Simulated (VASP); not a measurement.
# Ta (Im-3m) in VASP: single point with r2SCAN0

Aim: the single point of Ta with r2SCAN0.

All numbers are computed with VASP 6.6.1; they aren't measurements. Logs are shortened: lines on timing, memory, paths and dates and some standing lists are left out, and cuts for length are marked.

## 1. The cell of the first run

It takes space group Im-3m (No. 229, cubic). Conventional cell: a = 3.307 Å, b = 3.307 Å, c = 3.307 Å, α = 90.00°, β = 90.00°, γ = 90.00°. Ta (site symmetry m-3m) has 14 Ta at 2.86 to 3.31 Å within 3.8 Å.

## 2. Single point, r2SCAN0

Contents of POSCAR:

```
Ta
1.0
   -1.6533592486      1.6533592486      1.6533592486
    1.6533592486     -1.6533592486      1.6533592486
    1.6533592486      1.6533592486     -1.6533592486
Ta
1
Direct
    0.0000000000      0.0000000000      0.0000000000
```

Contents of INCAR.step1:

```
SYSTEM = Ta
PREC = Accurate
ENCUT = 520
EDIFF = 1E-5
ISMEAR = -1
SIGMA = 0.1
LREAL = .False.
LASPH = .True.
NELM = 60
ALGO = Normal
ISIF = 2
LWAVE = .True.
LCHARG = .False.
NBANDS = 12
GGA = PE
```

Contents of INCAR.step2:

```
SYSTEM = Ta
PREC = Accurate
ENCUT = 520
EDIFF = 1E-6
ISMEAR = -1
SIGMA = 0.1
LREAL = .False.
LASPH = .True.
NELM = 60
ALGO = Normal
ISIF = 2
LWAVE = .False.
LCHARG = .False.
METAGGA = R2SCAN
LHFCALC = .True.
AEXX = 0.25
LMIXTAU = .True.
PRECFOCK = Normal
NBANDS = 12
ISTART = 1
```

Contents of KPOINTS:

```
Automatic mesh
0
Gamma
  7 7 7
  0 0 0
```

Potentials or basis: VASP PAW PBE potentials, release 64 (Ta_pv).

The run is started by

```
> cat potpaw_PBE.64/Ta_pv/POTCAR > POTCAR
> cp INCAR.step1 INCAR
> mpirun -np 1 vasp_std > vasp.out
> cp INCAR.step2 INCAR
> mpirun -np 1 vasp_std > vasp.out
```

OUTCAR:

```text
SYSTEM = Ta
   PREC = Accurate
   ENCUT = 520
   EDIFF = 1E-6
   ISMEAR = -1
   LREAL = .False.
   LASPH = .True.
   NELM = 60
   ISIF = 2
   METAGGA = R2SCAN
   LHFCALC = .True.
   AEXX = 0.25
   PRECFOCK = Normal
   ISTART = 1

 ion  position               nearest neighbor table
   1  0.000  0.000  0.000-

  LATTYP: Found a body centered cubic cell.
 ALAT       =     3.3067184972

  Lattice vectors:

 A1 = (  -1.6533592486,   1.6533592486,   1.6533592486)
 A2 = (   1.6533592486,  -1.6533592486,   1.6533592486)
 A3 = (   1.6533592486,   1.6533592486,  -1.6533592486)

Analysis of symmetry for initial positions (statically):
=====================================================================
 Subroutine PRICEL returns:
 Original cell was already a primitive cell.

 Routine SETGRP: Setting up the symmetry group for a
 body centered cubic supercell.

 Subroutine GETGRP returns: Found 48 space group operations
 (whereof 48 operations were pure point group operations)
 out of a pool of 48 trial point group operations.

The static configuration has the point symmetry O_h .

Analysis of symmetry for dynamics (positions and initial velocities):
=====================================================================
 Subroutine PRICEL returns:
 Original cell was already a primitive cell.

 Routine SETGRP: Setting up the symmetry group for a
 body centered cubic supercell.

 Subroutine GETGRP returns: Found 48 space group operations
 (whereof 48 operations were pure point group operations)
 out of a pool of 48 trial point group operations.

The dynamic configuration has the point symmetry O_h .

 Subroutine INISYM returns: Found 48 space group operations
 (whereof 48 operations are pure point group operations),
 and found     1 'primitive' translations

----------------------------------------------------------------------------------------

                                     Primitive cell

  volume of cell :      18.0785

  direct lattice vectors                    reciprocal lattice vectors
    -1.653359249  1.653359249  1.653359249     0.000000000  0.302414615  0.302414615
     1.653359249 -1.653359249  1.653359249     0.302414615  0.000000000  0.302414615
     1.653359249  1.653359249 -1.653359249     0.302414615  0.302414615  0.000000000

  length of vectors
     2.863702222  2.863702222  2.863702222     0.427678849  0.427678849  0.427678849

  position of ions in fractional coordinates (direct lattice)
     0.000000000  0.000000000  0.000000000

  ion indices of the primitive-cell ions
   primitive index   ion index
                 1           1

----------------------------------------------------------------------------------------

 KPOINTS: Automatic mesh

Automatic generation of k-mesh.
 Grid dimensions read from file:
 generate k-points for:    7    7    7

 Generating k-lattice:

  Cartesian coordinates                     Fractional coordinates (reciprocal lattice)
     0.000000000  0.043202088  0.043202088     0.142857143  0.000000000  0.000000000
     0.043202088  0.000000000  0.043202088     0.000000000  0.142857143  0.000000000
     0.043202088  0.043202088  0.000000000     0.000000000  0.000000000  0.142857143

  Length of vectors
     0.061096978  0.061096978  0.061096978

  Shift w.r.t. Gamma in fractional coordinates (k-lattice)
     0.000000000  0.000000000  0.000000000

 Subroutine IBZKPT returns following result:
 ===========================================

 Found     20 irreducible k-points:

 Following reciprocal coordinates:
            Coordinates               Weight
  0.000000  0.000000  0.000000      1.000000
  0.142857  0.000000  0.000000     12.000000
  0.285714  0.000000  0.000000     12.000000
  0.428571  0.000000  0.000000     12.000000
  0.142857  0.142857  0.000000     24.000000
  0.285714  0.142857 -0.000000     48.000000
[... 12 lines left out ...]
 -0.428571 -0.428571  0.285714      8.000000
 -0.428571  0.428571  0.428571      6.000000
   k-points           NKPTS =     20   k-points in BZ     NKDIM =    343   number of bands    NBANDS=     12
   number of dos      NEDOS =    301   number of ions     NIONS =      1
   total plane-waves  NPLWV =  13824
   dimension x,y,z NGX =    24 NGY =   24 NGZ =   24
   dimension x,y,z NGXF=    48 NGYF=   48 NGZF=   48
   ions per type =               1
   NGX,Y,Z   is equivalent  to a cutoff of  13.93, 13.93, 13.93 a.u.
   NGXF,Y,Z  is equivalent  to a cutoff of  27.87, 27.87, 27.87 a.u.
 SYSTEM =  Ta
   PREC   = accura    normal or accurate (medium, high low for compatibility)
   ISTART =      1    job   : 0-new  1-cont  2-samecut
   ICHARG =      0    charge: 1-file 2-atom 10-const
   ISPIN  =      1    spin polarized calculation?
   LNONCOLLINEAR =      F non collinear calculations
   LSORBIT =      F    spin-orbit coupling
   LASPH  =      T    aspherical Exc in radial PAW
   ENCUT  =  520.0 eV  38.22 Ry    6.18 a.u.   5.32  5.32  5.32*2*pi/ulx,y,z
   NELM   =     60;   NELMIN=  2; NELMDL=  0     # of ELM steps
   EDIFF  = 0.1E-05   stopping-criterion for ELM
   LREAL  =      F    real-space projection
   EDIFFG = 0.1E-04   stopping-criterion for IOM
   NSW    =      0    number of steps for IOM
   IBRION =     -1    ionic relax: 0-MD 1-quasi-New 2-CG
   NFREE  =      0    steps in history (QN), initial steepest desc. (CG)
   ISIF   =      2    stress and relaxation
   ISYM   =      3    0-nonsym 1-usesym 2-fastsym
   POTIM  = 0.5000    time-step for ionic-motion
   TEBEG  =    0.0;   TEEND  =   0.0 temperature during run
   PSTRESS=    0.0 pullay stress
   NELECT =      11.0000    total number of electrons
   NUPDOWN=      -1.0000    fix difference up-down
   EMIN   =  10.00;   EMAX   =-10.00  energy-range for DOS
   EFERMI =   0.00;   METHOD = LEGACY
   ISMEAR =    -1;   SIGMA  =   0.10  broadening in eV -4-tet -1-fermi 0-gaus
   EFERMI_NEDOS =   21; number of points for ismear=-14 and -15
   IALGO  =     38    algorithm
   IMIX   =      1    mixing-type and parameters
     AMIX     =   0.40;   BMIX     =  1.00
     AMIX_MAG =   1.60;   BMIX_MAG =  1.00
  volume/ion in A,a.u.               =      18.08       122.00
  Fermi-wavevector in a.u.,A,eV,Ry     =   1.387241  2.621505 26.183553  1.924437
  Thomas-Fermi vector in A             =   2.511481
   LORBIT       =      0    0 simple, 1 ext, 2 COOP (PROOUT), +10 PAW based schemes
   METAGGA = R2SCAN    functional components
   LHFCALC =     T    Hartree Fock is set to
   PRECFOCK=normal    Normal, Fast or Accurate (Low or Medium for compatibility)
   ENCUT4O =  -1.0   cutoff for four orbital integrals eV
   NKREDX  =     1    reduce k-point grid by
   NKREDY  =     1    reduce k-point grid by
   NKREDZ  =     1    reduce k-point grid by
   AEXX    =    0.2500 exact exchange contribution
   HFSCREEN=    0.0000 screening length (either q_TF or 0.3 A-1)
   HFSCREENC=   0.0000 screening length for correlation (either q_TF or 0.3 A-1)
   ENCUTFOCK=  -1.0 apply spherical cutoff to Coloumb kernel
   IVDW    =     0    specifies the selected vdW correction
   LEPSILON=     F    determine dielectric tensor
   LRPA    =     F    only Hartree local field effects (RPA)
 non-spin polarized calculation
  energy-cutoff  :      520.00
  volume of cell :       18.08
 maximum number of plane-waves:       498
 NGX is ok and might be reduce to    24
  NGX = 16; NGY = 16; NGZ = 16

 number of electron      11.0000002 magnetization

 Free energy of the ion-electron system (eV)
  ---------------------------------------------------
  ext. energy  EPLUGINS =         0.00000000
  ---------------------------------------------------
  free energy    TOTEN  =       -42.72436780 eV

  energy without entropy =      -42.71325043  energy(sigma->0) =      -42.71880911

 E-fermi :   4.8695     XC(G=0): -10.6426

 val. band max:        4.6809063867   @ k =   0.2857   0.0000   0.0000
 cond. band min:       5.5774085824   @ k =  -0.2857   0.2857   0.1429
 fundamental gap:      0.8965021957
 Fermi energy:         4.8694614197

 k-point     1 :       0.0000    0.0000    0.0000
  band No.  band energies     occupation
      1     -31.5037      2.00000
      2     -31.5037      2.00000
      3     -31.5037      2.00000
      4      -4.5593      2.00000
      5       6.7620      0.00000
      6       6.7620      0.00000
      7       6.7620      0.00000
      8      10.5904      0.00000
      9      10.5904      0.00000
     10      20.3038      0.00000
     11      22.0259      0.00000
     12      22.0259      0.00000

 k-point     2 :       0.1429    0.0000    0.0000
  band No.  band energies     occupation
      1     -31.7807      2.00000
      2     -31.5851      2.00000
      3     -31.5049      2.00000
      4      -3.5611      2.00000
      5       5.9685      0.00003
      6       6.2741      0.00000
      7       7.7177      0.00000
      8       9.8462      0.00000
      9      10.5720      0.00000
     10      20.3037      0.00000
     11      22.7205      0.00000
     12      23.6993      0.00000

 k-point     3 :       0.2857    0.0000    0.0000
  band No.  band energies     occupation
      1     -32.3677      2.00000
      2     -31.7627      2.00000
      3     -31.5063      2.00000
      4      -1.3716      2.00000
      5       4.0484      1.99946
      6       4.6809      1.73649
      7      10.0357      0.00000
      8      10.3931      0.00000
      9      10.8143      0.00000
     10      20.3027      0.00000
     11      21.5939      0.00000
     12      23.0474      0.00000
[... 226 lines left out ...]
 k-point    19 :      -0.4286   -0.4286    0.2857
  band No.  band energies     occupation
      1     -32.4551      2.00000
      2     -32.4551      2.00000
      3     -32.1169      2.00000
      4       1.2838      2.00000
      5       1.2838      2.00000
      6       7.4666      0.00000
      7      11.6295      0.00000
      8      11.6295      0.00000
      9      16.9487      0.00000
     10      17.5341      0.00000
     11      17.5341      0.00000
     12      20.3059      0.00000

 k-point    20 :      -0.4286    0.4286    0.4286
  band No.  band energies     occupation
      1     -32.4249      2.00000
      2     -32.3713      2.00000
      3     -32.3713      2.00000
      4       0.6142      2.00000
      5       0.6838      2.00000
      6      11.3652      0.00000
      7      11.3652      0.00000
      8      12.9500      0.00000
      9      13.7994      0.00000
     10      17.7302      0.00000
     11      17.7302      0.00000
     12      20.3020      0.00000

------------------------ aborting loop because EDIFF is reached ----------------------------------------

  FORCE on cell =-STRESS in cart. coord.  units (eV):
  Direction    XX          YY          ZZ          XY          YZ          ZX
  --------------------------------------------------------------------------------------
  -------------------------------------------------------------------------------------
  Total       -0.3582575     -0.3582575     -0.3582575     -0.0000000     -0.0000000      0.0000000
  in kB      -31.7500321    -31.7500321    -31.7500321     -0.0000000     -0.0000000      0.0000000
  external PRESSURE =     -31.7500321 kB  Pullay stress =       0.0000000 kB

 VOLUME and BASIS-vectors are now :
 -----------------------------------------------------------------------------
  energy-cutoff  :      520.00
  volume of cell :       18.08
      direct lattice vectors                 reciprocal lattice vectors
    -1.653359249  1.653359249  1.653359249     0.000000000  0.302414615  0.302414615
     1.653359249 -1.653359249  1.653359249     0.302414615  0.000000000  0.302414615
     1.653359249  1.653359249 -1.653359249     0.302414615  0.302414615  0.000000000

 POSITION                                       TOTAL-FORCE (eV/Angst)
 -----------------------------------------------------------------------------------
      0.00000      0.00000      0.00000         0.000000      0.000000     -0.000000
 -----------------------------------------------------------------------------------
    total drift:                                0.000000     -0.000000     -0.000000

  FREE ENERGIE OF THE ION-ELECTRON SYSTEM (eV)
  ---------------------------------------------------
  free  energy   TOTEN  =       -42.7243678011 eV

  energy  without entropy=      -42.7132504274  energy(sigma->0) =      -42.71880911
```

Wall time 14 min (1 thread of Intel Xeon Platinum 8259CL at 2.50GHz (Skylake/Cascade Lake), shared host); peak memory 0.16 GiB.

Results:

* Free energy: -42.7244 eV
* Pressure: -3.2 GPa
* Band gap on the k mesh: zero (an odd number of electrons rules out a gap without spin polarisation)

Levels at points of the mesh, in eV from the Fermi level:
```
           k point  band 2  band 3  band 4  band 5  band 6  band 7  band 8  band 9
(0.00, 0.00, 0.00)  -36.37  -36.37   -9.43    1.89    1.89    1.89    5.72    5.72
```

Caveat: the k points lie up to 0.38 Å⁻¹ apart, too coarse for converged energies and pressures of a metal; the PAW data sets were made with another functional, which shifts forces and pressure a little; spin-orbit coupling is left out, which moves the levels of the heavy elements.

The gap in the log of VASP goes by the Fermi energy; the results here count the filled bands.